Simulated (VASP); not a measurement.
# ZrS (Fm-3m) in VASP: notebook

ZrS is run at these levels: PBEsol; tasks: single point.

Program: VASP 6.6.1. These are calculated values, not measurements. Logs are shortened: lines on timing, memory, paths and dates and some standing lists are left out, and cuts for length are marked.

## 1. The cell of the first run

The structure is cubic, space group Fm-3m (No. 225). The conventional cell has a = 4.428 Å, b = 4.428 Å, c = 4.428 Å, α = 90.00°, β = 90.00°, γ = 90.00°. Within 2.9 Å of Zr (site symmetry m-3m) lie 6 S at 2.21 Å. S (site symmetry m-3m) has 6 Zr at 2.21 Å within 2.9 Å.

## 2. Single point, PBEsol

The input, INCAR:

```
PREC = Accurate
ENCUT = 520
EDIFF = 1E-7
ISMEAR = -1
SIGMA = 0.03
LREAL = False
LASPH = True
NELM = 100
ALGO = Normal
ISIF = 2
LWAVE = False
LCHARG = False
GGA = PS
NBANDS = 16
```

The input, KPOINTS:

```
Automatic mesh
0
Gamma
  9 9 9
```

The input, POSCAR:

```
ZrS
1.0
    0.0000000000      2.2140107464      2.2140107464
    2.2140107464      0.0000000000      2.2140107464
    2.2140107464      2.2140107464      0.0000000000
Zr S
1 1
Direct
    0.0000000000      0.0000000000      0.0000000000
    0.5000000000      0.5000000000      0.5000000000
```

Potentials or basis: VASP PAW PBE potentials, release 64 (Zr_sv, S).

Run with:

```console
cat potpaw_PBE.64/Zr_sv/POTCAR potpaw_PBE.64/S/POTCAR > POTCAR
mpirun -np 1 vasp_std > vasp.out
```

OUTCAR:

```text
PREC = Accurate
   ENCUT = 520
   EDIFF = 1E-7
   ISMEAR = -1
   LREAL = False
   LASPH = True
   NELM = 100
   ISIF = 2
   GGA = PS

 ion  position               nearest neighbor table
   1  0.000  0.000  0.000-   2 2.21   2 2.21   2 2.21   2 2.21   2 2.21   2 2.21
   2  0.500  0.500  0.500-   1 2.21   1 2.21   1 2.21   1 2.21   1 2.21   1 2.21

  LATTYP: Found a face centered cubic cell.
 ALAT       =     4.4280214928

  Lattice vectors:

 A1 = (   0.0000000000,   2.2140107464,   2.2140107464)
 A2 = (   2.2140107464,   0.0000000000,   2.2140107464)
 A3 = (   2.2140107464,   2.2140107464,   0.0000000000)

Analysis of symmetry for initial positions (statically):
=====================================================================
 Subroutine PRICEL returns:
 Original cell was already a primitive cell.

 Routine SETGRP: Setting up the symmetry group for a
 face centered cubic supercell.

 Subroutine GETGRP returns: Found 48 space group operations
 (whereof 48 operations were pure point group operations)
 out of a pool of 48 trial point group operations.

The static configuration has the point symmetry O_h .

Analysis of symmetry for dynamics (positions and initial velocities):
=====================================================================
 Subroutine PRICEL returns:
 Original cell was already a primitive cell.

 Routine SETGRP: Setting up the symmetry group for a
 face centered cubic supercell.

 Subroutine GETGRP returns: Found 48 space group operations
 (whereof 48 operations were pure point group operations)
 out of a pool of 48 trial point group operations.

The dynamic configuration has the point symmetry O_h .

 Subroutine INISYM returns: Found 48 space group operations
 (whereof 48 operations are pure point group operations),
 and found     1 'primitive' translations

----------------------------------------------------------------------------------------

                                     Primitive cell

  volume of cell :      21.7055

  direct lattice vectors                    reciprocal lattice vectors
     0.000000000  2.214010746  2.214010746    -0.225834496  0.225834496  0.225834496
     2.214010746  0.000000000  2.214010746     0.225834496 -0.225834496  0.225834496
     2.214010746  2.214010746  0.000000000     0.225834496  0.225834496 -0.225834496

  length of vectors
     3.131084025  3.131084025  3.131084025     0.391156820  0.391156820  0.391156820

  position of ions in fractional coordinates (direct lattice)
[... 72 lines left out ...]
   ICHARG =      2    charge: 1-file 2-atom 10-const
   ISPIN  =      1    spin polarized calculation?
   LNONCOLLINEAR =      F non collinear calculations
   LSORBIT =      F    spin-orbit coupling
   LASPH  =      T    aspherical Exc in radial PAW
   ENCUT  =  520.0 eV  38.22 Ry    6.18 a.u.   5.82  5.82  5.82*2*pi/ulx,y,z
   NELM   =    100;   NELMIN=  2; NELMDL= -5     # of ELM steps
   EDIFF  = 0.1E-06   stopping-criterion for ELM
   LREAL  =      F    real-space projection
   EDIFFG = 0.1E-05   stopping-criterion for IOM
   NSW    =      0    number of steps for IOM
   IBRION =     -1    ionic relax: 0-MD 1-quasi-New 2-CG
   NFREE  =      0    steps in history (QN), initial steepest desc. (CG)
   ISIF   =      2    stress and relaxation
   ISYM   =      2    0-nonsym 1-usesym 2-fastsym
   POTIM  = 0.5000    time-step for ionic-motion
   TEBEG  =    0.0;   TEEND  =   0.0 temperature during run
   PSTRESS=    0.0 pullay stress
   NELECT =      18.0000    total number of electrons
   NUPDOWN=      -1.0000    fix difference up-down
   EMIN   =  10.00;   EMAX   =-10.00  energy-range for DOS
   EFERMI =   0.00;   METHOD = LEGACY
   ISMEAR =    -1;   SIGMA  =   0.03  broadening in eV -4-tet -1-fermi 0-gaus
   EFERMI_NEDOS =   21; number of points for ismear=-14 and -15
   IALGO  =     38    algorithm
   IMIX   =      4    mixing-type and parameters
     AMIX     =   0.40;   BMIX     =  1.00
     AMIX_MAG =   1.60;   BMIX_MAG =  1.00
  volume/ion in A,a.u.               =      10.85        73.24
  Fermi-wavevector in a.u.,A,eV,Ry     =   1.538069  2.906530 32.186726  2.365658
  Thomas-Fermi vector in A             =   2.644490
   LORBIT       =      0    0 simple, 1 ext, 2 COOP (PROOUT), +10 PAW based schemes
   GGA     = PS    functional components
   LHFCALC =     F    Hartree Fock is set to
   AEXX    =    0.0000 exact exchange contribution
   IVDW    =     0    specifies the selected vdW correction
   LEPSILON=     F    determine dielectric tensor
   LRPA    =     F    only Hartree local field effects (RPA)
 non-spin polarized calculation
  energy-cutoff  :      520.00
  volume of cell :       21.71
 maximum number of plane-waves:       594
   NGX = 11   NGY = 11   NGZ = 11

 number of electron      17.9999999 magnetization

 Free energy of the ion-electron system (eV)
  ---------------------------------------------------
  ext. energy  EPLUGINS =         0.00000000
  ---------------------------------------------------
  free energy    TOTEN  =       -11.56909738 eV

  energy without entropy =      -11.56674935  energy(sigma->0) =      -11.56792337

 E-fermi :  17.8952     XC(G=0): -14.0845

 val. band max:       17.8044993363   @ k =  -0.3333   0.3333   0.1111
 cond. band min:      17.9517302276   @ k =  -0.4444   0.2222   0.1111
 fundamental gap:      0.1472308912
 Fermi energy:        17.8952085423

 k-point     1 :       0.0000    0.0000    0.0000
  band No.  band energies     occupation
      1     -30.8498      2.00000
      2      -8.6248      2.00000
      3      -8.6248      2.00000
      4      -8.6248      2.00000
      5       0.3377      2.00000
      6      15.0572      2.00000
[... 433 lines left out ...]
      3      -9.2890      2.00000
      4      -9.2890      2.00000
      5       1.0651      2.00000
      6      11.6033      2.00000
[... 8 lines left out ...]
     15      31.3092      0.00000
     16      31.3093      0.00000

 [... further k-points ...]
[... 5 lines left out ...]
  --------------------------------------------------------------------------------------
  -------------------------------------------------------------------------------------
  Total       25.0182088     25.0182088     25.0182088      0.0000000      0.0000000      0.0000000
  in kB     1846.7054291   1846.7054291   1846.7054291      0.0000000      0.0000000      0.0000000
  external PRESSURE =    1846.7054291 kB  Pullay stress =       0.0000000 kB

 VOLUME and BASIS-vectors are now :
 -----------------------------------------------------------------------------
  energy-cutoff  :      520.00
  volume of cell :       21.71
      direct lattice vectors                 reciprocal lattice vectors
     0.000000000  2.214010746  2.214010746    -0.225834496  0.225834496  0.225834496
     2.214010746  0.000000000  2.214010746     0.225834496 -0.225834496  0.225834496
     2.214010746  2.214010746  0.000000000     0.225834496  0.225834496 -0.225834496

 POSITION                                       TOTAL-FORCE (eV/Angst)
 -----------------------------------------------------------------------------------
      0.00000      0.00000      0.00000         0.000000     -0.000000      0.000000
      2.21401      2.21401      2.21401        -0.000000      0.000000     -0.000000
 -----------------------------------------------------------------------------------
    total drift:                                0.000000     -0.000000     -0.000000

  FREE ENERGIE OF THE ION-ELECTRON SYSTEM (eV)
  ---------------------------------------------------
  free  energy   TOTEN  =       -11.5690973830 eV

  energy  without entropy=      -11.5667493488  energy(sigma->0) =      -11.56792337
```

Wall time 5.1 s (1 thread of Intel Xeon 6975P-C (Granite Rapids), shared host); peak memory 0.14 GiB.

Results:

```yaml
Free_energy: -11.5691 eV
Pressure: 184.7 GPa
Band_gap_on_the_k_mesh: zero (band 9 reaches 19.90 eV, above the bottom of band 10 at 15.16 eV)
```

Levels at points of the mesh, in eV from the Fermi level:
| k point | band 7 | band 8 | band 9 | band 10 | band 11 | band 12 |
| --- | --- | --- | --- | --- | --- | --- |
| (0.00, 0.00, 0.00) | -2.84 | -2.84 | -2.73 | -2.73 | -2.73 | -1.31 |

Caveat: the PAW data sets were made with another functional, which shifts forces and pressure a little.

## 3. Single point, PBEsol

The input, INCAR:

```
SYSTEM = ZrS
PREC     = Accurate       ! precision mode
ENCUT    = 520            ! plane-wave cutoff, eV
EDIFF    = 1E-7           ! SCF threshold, eV
ISMEAR   = -1             ! smearing method
SIGMA    = 0.03           ! smearing width, eV
LREAL    = .FALSE.        ! projectors in reciprocal space
LASPH    = .TRUE.         ! aspherical terms in the spheres
NELM     = 60             ! most SCF steps
ALGO     = Normal         ! electronic algorithm
ISIF     = 2              ! what is computed and relaxed
LWAVE    = .FALSE.        ! write WAVECAR
LCHARG   = .TRUE.         ! write CHGCAR
GGA      = PS             ! functional
LELF     = .TRUE.         ! ELF
LVHAR    = .TRUE.       
NBANDS   = 16             ! bands
```

The input, KPOINTS:

```
Automatic mesh
0
G
  9 9 9
  0 0 0
```

POSCAR is that of step 2.

Potentials or basis: VASP PAW PBE potentials, release 64 (Zr_sv, S).

Run with:

```console
cat potpaw_PBE.64/Zr_sv/POTCAR potpaw_PBE.64/S/POTCAR > POTCAR
mpirun -np 1 vasp_std > vasp.out
```

OUTCAR:

```text
SYSTEM = ZrS
   PREC = Accurate
   ENCUT = 520
   EDIFF = 1E-7
   ISMEAR = -1
   LREAL = .FALSE.
   LASPH = .TRUE.
   NELM = 60
   ISIF = 2
   GGA = PS

 ion  position               nearest neighbor table
   1  0.000  0.000  0.000-   2 2.21   2 2.21   2 2.21   2 2.21   2 2.21   2 2.21
   2  0.500  0.500  0.500-   1 2.21   1 2.21   1 2.21   1 2.21   1 2.21   1 2.21

  LATTYP: Found a face centered cubic cell.
 ALAT       =     4.4280214928

  Lattice vectors:

 A1 = (   0.0000000000,   2.2140107464,   2.2140107464)
 A2 = (   2.2140107464,   0.0000000000,   2.2140107464)
 A3 = (   2.2140107464,   2.2140107464,   0.0000000000)

Analysis of symmetry for initial positions (statically):
=====================================================================
 Subroutine PRICEL returns:
 Original cell was already a primitive cell.

 Routine SETGRP: Setting up the symmetry group for a
 face centered cubic supercell.

 Subroutine GETGRP returns: Found 48 space group operations
 (whereof 48 operations were pure point group operations)
 out of a pool of 48 trial point group operations.

The static configuration has the point symmetry O_h .

Analysis of symmetry for dynamics (positions and initial velocities):
=====================================================================
 Subroutine PRICEL returns:
 Original cell was already a primitive cell.

 Routine SETGRP: Setting up the symmetry group for a
 face centered cubic supercell.

 Subroutine GETGRP returns: Found 48 space group operations
 (whereof 48 operations were pure point group operations)
 out of a pool of 48 trial point group operations.

The dynamic configuration has the point symmetry O_h .

 Subroutine INISYM returns: Found 48 space group operations
 (whereof 48 operations are pure point group operations),
 and found     1 'primitive' translations

[... 102 lines left out ...]
   POTIM  = 0.5000    time-step for ionic-motion
   TEBEG  =    0.0;   TEEND  =   0.0 temperature during run
   PSTRESS=    0.0 pullay stress
   NELECT =      18.0000    total number of electrons
   NUPDOWN=      -1.0000    fix difference up-down
   EMIN   =  10.00;   EMAX   =-10.00  energy-range for DOS
   EFERMI =   0.00;   METHOD = LEGACY
   ISMEAR =    -1;   SIGMA  =   0.03  broadening in eV -4-tet -1-fermi 0-gaus
   EFERMI_NEDOS =   21; number of points for ismear=-14 and -15
   IALGO  =     38    algorithm
   IMIX   =      4    mixing-type and parameters
     AMIX     =   0.40;   BMIX     =  1.00
     AMIX_MAG =   1.60;   BMIX_MAG =  1.00
  volume/ion in A,a.u.               =      10.85        73.24
  Fermi-wavevector in a.u.,A,eV,Ry     =   1.538069  2.906530 32.186726  2.365658
  Thomas-Fermi vector in A             =   2.644490
   LORBIT       =      0    0 simple, 1 ext, 2 COOP (PROOUT), +10 PAW based schemes
   GGA     = PS    functional components
   LHFCALC =     F    Hartree Fock is set to
   AEXX    =    0.0000 exact exchange contribution
   IVDW    =     0    specifies the selected vdW correction
   LEPSILON=     F    determine dielectric tensor
   LRPA    =     F    only Hartree local field effects (RPA)
 non-spin polarized calculation
  energy-cutoff  :      520.00
  volume of cell :       21.71
 maximum number of plane-waves:       594
   NGX = 11   NGY = 11   NGZ = 11

 number of electron      17.9999999 magnetization

 Free energy of the ion-electron system (eV)
  ---------------------------------------------------
  ext. energy  EPLUGINS =         0.00000000
  ---------------------------------------------------
  free energy    TOTEN  =       -11.56909738 eV

  energy without entropy =      -11.56674935  energy(sigma->0) =      -11.56792337

 E-fermi :  17.8952     XC(G=0): -14.0845

 val. band max:       17.8044993363   @ k =  -0.3333   0.3333   0.1111
 cond. band min:      17.9517302276   @ k =  -0.4444   0.2222   0.1111
 fundamental gap:      0.1472308912
 Fermi energy:        17.8952085423

 k-point     1 :       0.0000    0.0000    0.0000
  band No.  band energies     occupation
      1     -30.8498      2.00000
      2      -8.6248      2.00000
      3      -8.6248      2.00000
      4      -8.6248      2.00000
      5       0.3377      2.00000
      6      15.0572      2.00000
[... 433 lines left out ...]
      3      -9.2890      2.00000
      4      -9.2890      2.00000
      5       1.0651      2.00000
      6      11.6033      2.00000
[... 8 lines left out ...]
     15      31.3092      0.00000
     16      31.3093      0.00000

 [... further k-points ...]
[... 5 lines left out ...]
  --------------------------------------------------------------------------------------
  -------------------------------------------------------------------------------------
  Total       25.0182088     25.0182088     25.0182088      0.0000000      0.0000000      0.0000000
  in kB     1846.7054291   1846.7054291   1846.7054291      0.0000000      0.0000000      0.0000000
  external PRESSURE =    1846.7054291 kB  Pullay stress =       0.0000000 kB

 VOLUME and BASIS-vectors are now :
 -----------------------------------------------------------------------------
  energy-cutoff  :      520.00
  volume of cell :       21.71
      direct lattice vectors                 reciprocal lattice vectors
     0.000000000  2.214010746  2.214010746    -0.225834496  0.225834496  0.225834496
     2.214010746  0.000000000  2.214010746     0.225834496 -0.225834496  0.225834496
     2.214010746  2.214010746  0.000000000     0.225834496  0.225834496 -0.225834496

 POSITION                                       TOTAL-FORCE (eV/Angst)
 -----------------------------------------------------------------------------------
      0.00000      0.00000      0.00000         0.000000     -0.000000      0.000000
      2.21401      2.21401      2.21401        -0.000000      0.000000     -0.000000
 -----------------------------------------------------------------------------------
    total drift:                                0.000000     -0.000000     -0.000000

  FREE ENERGIE OF THE ION-ELECTRON SYSTEM (eV)
  ---------------------------------------------------
  free  energy   TOTEN  =       -11.5690973830 eV

  energy  without entropy=      -11.5667493488  energy(sigma->0) =      -11.56792337
```

Run time: 5.2 s. Hardware: 1 thread of Intel Xeon 6975P-C (Granite Rapids), shared host; peak memory 0.14 GiB.

What came out:

- Free energy: -11.5691 eV
- Pressure: 184.7 GPa
- Band gap on the k mesh: zero (band 9 reaches 19.90 eV, above the bottom of band 10 at 15.16 eV)

Caveat: the PAW data sets were made with another functional, which shifts forces and pressure a little.

## 4. Single point, PBEsol

This run uses another cell than the first one, of 11.76 Å³/atom, 1.083 times its volume.

The input, INCAR:

```
SYSTEM = ZrS
PREC = Accurate
ENCUT = 520
EDIFF = 1E-7
ISMEAR = -1
SIGMA = 0.03
LREAL = .False.
LASPH = .True.
NELM = 60
ALGO = Normal
ISIF = 2
LWAVE = .False.
LCHARG = .False.
GGA = PS
NBANDS = 16
```

The input, KPOINTS:

```
regular mesh
0
Gamma
  9 9 9
  0 0 0
```

The input, POSCAR:

```
ZrS
1.0
    0.0000000000      2.2738776515      2.2738776515
    2.2738776515      0.0000000000      2.2738776515
    2.2738776515      2.2738776515      0.0000000000
Zr S
1 1
Direct
    0.0000000000      0.0000000000      0.0000000000
    0.5000000000      0.5000000000      0.5000000000
```

Run with:

```console
cat potpaw_PBE.64/Zr_sv/POTCAR potpaw_PBE.64/S/POTCAR > POTCAR
mpirun -np 1 vasp_std > vasp.out
```

It took 5.4 s on 1 thread of Intel Xeon 6975P-C (Granite Rapids), shared host; peak memory 0.14 GiB.

Results (log left out):

```yaml
Free_energy: -13.3271 eV
Pressure: 129.5 GPa
Band_gap_on_the_k_mesh: zero (band 9 reaches 18.46 eV, above the bottom of band 10 at 14.14 eV)
```

Levels at points of the mesh, in eV from the Fermi level:
| k point | band 7 | band 8 | band 9 | band 10 | band 11 | band 12 |
| --- | --- | --- | --- | --- | --- | --- |
| (0.00, 0.00, 0.00) | -3.03 | -3.03 | -2.44 | -2.44 | -2.44 | -1.16 |

Caveat: the PAW data sets were made with another functional, which shifts forces and pressure a little.
